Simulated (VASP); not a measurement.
# AlNi in VASP: single point with PBE

Aim: the single point of AlNi with PBE.

Everything below comes from runs of VASP 6.6.1. Logs are shortened: lines on timing, memory, paths and dates and some standing lists are left out, and cuts for length are marked.

## 1. The cell of the first run

The cell holds a slab with vacuum, 2 atoms: a = 2.894 Å, b = 4.092 Å, c = 16.000 Å, α = 90.00°, β = 90.00°, γ = 90.00°.

## 2. Single point, PBE

Contents of INCAR:

```
SYSTEM = AlNi
PREC = Accurate
ENCUT = 520
EDIFF = 1E-6
ISMEAR = -1
SIGMA = 0.1
LREAL = .FALSE.
LASPH = .TRUE.
NELM = 120
ALGO = Normal
ISIF = 2
LWAVE = .FALSE.
LCHARG = .FALSE.
LDIPOL = .TRUE.
IDIPOL = 3
DIPOL = 0.5 0.5 0.500
GGA = PE
NBANDS = 14
GGA_COMPAT = .FALSE.
NELMDL = -8
```

Contents of KPOINTS:

```
regular mesh
0
G
  13 9 1
  0 0 0
```

Contents of POSCAR:

```
AlNi
1.0
    2.8935740570      0.0000000000      0.0000000000
    0.0000000000      4.0921316751      0.0000000000
    0.0000000000      0.0000000000     16.0000000000
Ni Al
1 1
Direct
    0.7500000000      0.2500000000      0.5000000000
    0.2500000000      0.7500000000      0.5000000000
```

Potentials or basis: VASP PAW PBE potentials, release 64 (Ni, Al).

Started as:

```sh
$ cat potpaw_PBE.64/Ni/POTCAR potpaw_PBE.64/Al/POTCAR > POTCAR
$ mpirun -np 1 vasp_std > vasp.out
```

OUTCAR:

```text
SYSTEM = AlNi
   PREC = Accurate
   ENCUT = 520
   EDIFF = 1E-6
   ISMEAR = -1
   LREAL = .FALSE.
   LASPH = .TRUE.
   NELM = 120
   ISIF = 2
   GGA = PE
   NELMDL = -8

 ion  position               nearest neighbor table
   1  0.750  0.250  0.500-   2 2.51   2 2.51   2 2.51   2 2.51
   2  0.250  0.750  0.500-   1 2.51   1 2.51   1 2.51   1 2.51

  LATTYP: Found a simple orthorhombic cell.
 ALAT       =     2.8935740570
 B/A-ratio  =     1.4142135624
 C/A-ratio  =     5.5294938663

  Lattice vectors:

 A1 = (   2.8935740570,   0.0000000000,   0.0000000000)
 A2 = (   0.0000000000,   4.0921316751,   0.0000000000)
 A3 = (   0.0000000000,   0.0000000000,  16.0000000000)

Analysis of symmetry for initial positions (statically):
=====================================================================
 Subroutine PRICEL returns:
 Original cell was already a primitive cell.

 Routine SETGRP: Setting up the symmetry group for a
 simple orthorhombic supercell.

 Subroutine GETGRP returns: Found  8 space group operations
 (whereof  2 operations were pure point group operations)
 out of a pool of  8 trial point group operations.

The static configuration has the point symmetry C_1h.
 The point group associated with its full space group is D_2h.

Analysis of symmetry for dynamics (positions and initial velocities):
=====================================================================
 Subroutine PRICEL returns:
 Original cell was already a primitive cell.

 Routine SETGRP: Setting up the symmetry group for a
 simple orthorhombic supercell.

 Subroutine GETGRP returns: Found  8 space group operations
 (whereof  2 operations were pure point group operations)
 out of a pool of  8 trial point group operations.

The dynamic configuration has the point symmetry C_1h.
 The point group associated with its full space group is D_2h.

 Subroutine INISYM returns: Found  8 space group operations
 (whereof  2 operations are pure point group operations),
 and found     1 'primitive' translations

----------------------------------------------------------------------------------------

                                     Primitive cell

  volume of cell :     189.4542

  direct lattice vectors                    reciprocal lattice vectors
     2.893574057  0.000000000  0.000000000     0.345593367  0.000000000  0.000000000
     0.000000000  4.092131675  0.000000000     0.000000000  0.244371413  0.000000000
     0.000000000  0.000000000 16.000000000     0.000000000  0.000000000  0.062500000

  length of vectors
     2.893574057  4.092131675 16.000000000     0.345593367  0.244371413  0.062500000

  position of ions in fractional coordinates (direct lattice)
     0.750000000  0.250000000  0.500000000
     0.250000000  0.750000000  0.500000000

  ion indices of the primitive-cell ions
   primitive index   ion index
                 1           1
                 2           2

----------------------------------------------------------------------------------------

 KPOINTS: regular mesh

Automatic generation of k-mesh.
 Grid dimensions read from file:
 generate k-points for:   13    9    1

 Generating k-lattice:

  Cartesian coordinates                     Fractional coordinates (reciprocal lattice)
     0.026584105  0.000000000  0.000000000     0.076923077  0.000000000  0.000000000
     0.000000000  0.027152379  0.000000000     0.000000000  0.111111111  0.000000000
     0.000000000  0.000000000  0.062500000     0.000000000  0.000000000  1.000000000

  Length of vectors
     0.026584105  0.027152379  0.062500000

  Shift w.r.t. Gamma in fractional coordinates (k-lattice)
     0.000000000  0.000000000  0.000000000

 Subroutine IBZKPT returns following result:
 ===========================================

 Found     35 irreducible k-points:

 Following reciprocal coordinates:
            Coordinates               Weight
  0.000000  0.000000  0.000000      1.000000
  0.076923  0.000000  0.000000      2.000000
  0.153846  0.000000  0.000000      2.000000
  0.230769  0.000000  0.000000      2.000000
  0.307692  0.000000  0.000000      2.000000
  0.384615  0.000000  0.000000      2.000000
[... 16 lines left out ...]
  0.076923  0.333333  0.000000      4.000000
  0.153846  0.333333  0.000000      4.000000
 [... further k-points ...]
   k-points           NKPTS =     35   k-points in BZ     NKDIM =     35   number of bands    NBANDS=     14
   number of dos      NEDOS =    301   number of ions     NIONS =      2
   total plane-waves  NPLWV =  86400
   dimension x,y,z NGX =    24 NGY =   30 NGZ =  120
   dimension x,y,z NGXF=    48 NGYF=   60 NGZF=  240
   ions per type =               1   1
   NGX,Y,Z   is equivalent  to a cutoff of  13.79, 12.19, 12.47 a.u.
   NGXF,Y,Z  is equivalent  to a cutoff of  27.58, 24.38, 24.94 a.u.
 SYSTEM =  AlNi
   PREC   = accura    normal or accurate (medium, high low for compatibility)
   ISTART =      0    job   : 0-new  1-cont  2-samecut
   ICHARG =      2    charge: 1-file 2-atom 10-const
   ISPIN  =      1    spin polarized calculation?
   LNONCOLLINEAR =      F non collinear calculations
   LSORBIT =      F    spin-orbit coupling
   LASPH  =      T    aspherical Exc in radial PAW
   ENCUT  =  520.0 eV  38.22 Ry    6.18 a.u.   5.38  7.61 29.75*2*pi/ulx,y,z
   NELM   =    120;   NELMIN=  2; NELMDL= -8     # of ELM steps
   EDIFF  = 0.1E-05   stopping-criterion for ELM
   LREAL  =      F    real-space projection
   EDIFFG = 0.1E-04   stopping-criterion for IOM
   NSW    =      0    number of steps for IOM
   IBRION =     -1    ionic relax: 0-MD 1-quasi-New 2-CG
   NFREE  =      0    steps in history (QN), initial steepest desc. (CG)
   ISIF   =      2    stress and relaxation
   ISYM   =      2    0-nonsym 1-usesym 2-fastsym
   POTIM  = 0.5000    time-step for ionic-motion
   TEBEG  =    0.0;   TEEND  =   0.0 temperature during run
   PSTRESS=    0.0 pullay stress
   NELECT =      13.0000    total number of electrons
   NUPDOWN=      -1.0000    fix difference up-down
   EMIN   =  10.00;   EMAX   =-10.00  energy-range for DOS
   EFERMI =   0.00;   METHOD = LEGACY
   ISMEAR =    -1;   SIGMA  =   0.10  broadening in eV -4-tet -1-fermi 0-gaus
   EFERMI_NEDOS =   21; number of points for ismear=-14 and -15
   IALGO  =     38    algorithm
   IMIX   =      4    mixing-type and parameters
     AMIX     =   0.40;   BMIX     =  1.00
     AMIX_MAG =   1.60;   BMIX_MAG =  1.00
  volume/ion in A,a.u.               =      94.73       639.25
  Fermi-wavevector in a.u.,A,eV,Ry     =   0.670226  1.266543  6.111775  0.449203
  Thomas-Fermi vector in A             =   1.745679
   LORBIT       =      0    0 simple, 1 ext, 2 COOP (PROOUT), +10 PAW based schemes
   GGA     = PE    functional components
   LHFCALC =     F    Hartree Fock is set to
   AEXX    =    0.0000 exact exchange contribution
   IVDW    =     0    specifies the selected vdW correction
   LEPSILON=     F    determine dielectric tensor
   LRPA    =     F    only Hartree local field effects (RPA)
 non-spin polarized calculation
  energy-cutoff  :      520.00
  volume of cell :      189.45
 maximum number of plane-waves:      5139
 NGX is ok and might be reduce to    24
   NGX = 11   NGY = 15   NGZ = 59

 number of electron      13.0000000 magnetization

 dipolmoment           0.000000      0.000000     -0.000000 electrons x Angstroem

 Free energy of the ion-electron system (eV)
  ---------------------------------------------------
  ext. energy  EPLUGINS =         0.00000000
  ---------------------------------------------------
  free energy    TOTEN  =        -8.16567946 eV

  energy without entropy =       -8.11317621  energy(sigma->0) =       -8.13942784

 E-fermi :  -2.7872     XC(G=0):  -2.7756

 val. band max:       -2.7917091069   @ k =   0.0769   0.1111   0.0000
 cond. band min:      -2.6521063244   @ k =   0.3846   0.3333   0.0000
 fundamental gap:      0.1396027825
 Fermi energy:        -2.7871741800

 k-point     1 :       0.0000    0.0000    0.0000
  band No.  band energies     occupation
      1      -9.7673      2.00000
      2      -4.7315      2.00000
      3      -3.7899      1.99991
      4      -3.6882      1.99976
      5      -3.4628      1.99768
      6      -3.3555      1.99322
      7      -3.0968      1.91344
      8      -1.7437      0.00006
      9       1.1412      0.00000
     10       1.8472      0.00000
     11       1.9854      0.00000
     12       2.3627      0.00000
     13       4.3734      0.00000
     14       4.7291      0.00000

 k-point     2 :       0.0769    0.0000    0.0000
  band No.  band energies     occupation
      1      -9.6614      2.00000
      2      -4.6878      2.00000
      3      -3.9119      1.99997
      4      -3.6767      1.99973
      5      -3.4577      1.99755
      6      -3.4463      1.99726
      7      -2.9182      1.57507
      8      -1.5304      0.00001
      9       1.2401      0.00000
     10       1.9098      0.00000
     11       2.0918      0.00000
     12       2.4643      0.00000
     13       4.4762      0.00000
     14       4.7453      0.00000

 k-point     3 :       0.1538    0.0000    0.0000
  band No.  band energies     occupation
      1      -9.3459      2.00000
      2      -4.5715      2.00000
      3      -4.1763      2.00000
      4      -3.6447      1.99962
      5      -3.6009      1.99942
      6      -3.4000      1.99565
      7      -2.5393      0.15477
      8      -0.9898      0.00000
      9       1.5347      0.00000
     10       2.0728      0.00000
     11       2.4104      0.00000
     12       2.7526      0.00000
     13       3.2675      0.00000
     14       4.7827      0.00000
[... 324 lines left out ...]
 k-point    23 :       0.0769    0.3333    0.0000
  band No.  band energies     occupation
      1      -8.7274      2.00000
      2      -5.6043      2.00000
      3      -4.1985      2.00000
      4      -4.1143      2.00000
      5      -3.7699      1.99989
      6      -3.3270      1.99099
      7      -3.1638      1.95475
      8      -1.7164      0.00004
      9       1.3711      0.00000
     10       2.1344      0.00000
     11       3.1393      0.00000
     12       3.3932      0.00000
     13       4.8458      0.00000
     14       5.5847      0.00000

 k-point    24 :       0.1538    0.3333    0.0000
  band No.  band energies     occupation
      1      -8.4367      2.00000
      2      -5.3592      2.00000
      3      -4.2143      2.00000
      4      -4.1021      2.00000
      5      -3.6420      1.99961
      6      -3.3289      1.99116
      7      -3.2634      1.98306
      8      -1.4040      0.00000
      9       1.6806      0.00000
     10       2.4126      0.00000
     11       3.4635      0.00000
     12       3.6022      0.00000
     13       4.0512      0.00000
     14       5.3311      0.00000

 [... further k-points ...]

------------------------ aborting loop because EDIFF is reached ----------------------------------------

 vacuum level on the upper side and lower side of the slab       (xc-potential included)        -0.129        -0.129

  FORCE on cell =-STRESS in cart. coord.  units (eV):
  Direction    XX          YY          ZZ          XY          YZ          ZX
  --------------------------------------------------------------------------------------
  -------------------------------------------------------------------------------------
  Total       -4.2329287     -3.8801308      0.0008716      0.0000000      0.0000000      0.0000000
  in kB      -35.7970590    -32.8135153      0.0073708      0.0000000      0.0000000      0.0000000
  external PRESSURE =     -22.8677345 kB  Pullay stress =       0.0000000 kB

 VOLUME and BASIS-vectors are now :
 -----------------------------------------------------------------------------
  energy-cutoff  :      520.00
  volume of cell :      189.45
      direct lattice vectors                 reciprocal lattice vectors
     2.893574057  0.000000000  0.000000000     0.345593367  0.000000000  0.000000000
     0.000000000  4.092131675  0.000000000     0.000000000  0.244371413  0.000000000
     0.000000000  0.000000000 16.000000000     0.000000000  0.000000000  0.062500000

 POSITION                                       TOTAL-FORCE (eV/Angst)
 -----------------------------------------------------------------------------------
      2.17018      1.02303      8.00000         0.000000      0.000000      0.000000
      0.72339      3.06910      8.00000         0.000000      0.000000      0.000000
 -----------------------------------------------------------------------------------
    total drift:                                0.000000     -0.000000     -0.000000

  FREE ENERGIE OF THE ION-ELECTRON SYSTEM (eV)
  ---------------------------------------------------
  free  energy   TOTEN  =        -8.1656794639 eV

  energy  without entropy=       -8.1131762130  energy(sigma->0) =       -8.13942784

 vacuum level on the upper side and lower side of the slab         1.821         1.821
```

Wall time 66 s (1 thread of Intel Xeon 6975P-C (Granite Rapids), shared host); peak memory 0.31 GiB.

What came out:

* Free energy: -8.1657 eV
* Band gap on the k mesh: zero (an odd number of electrons rules out a gap without spin polarisation)

Spin polarisation is off, so any magnetic state and its effect on volume and gap are missing.

The gap in the log of VASP goes by the Fermi energy; the results here count the filled bands.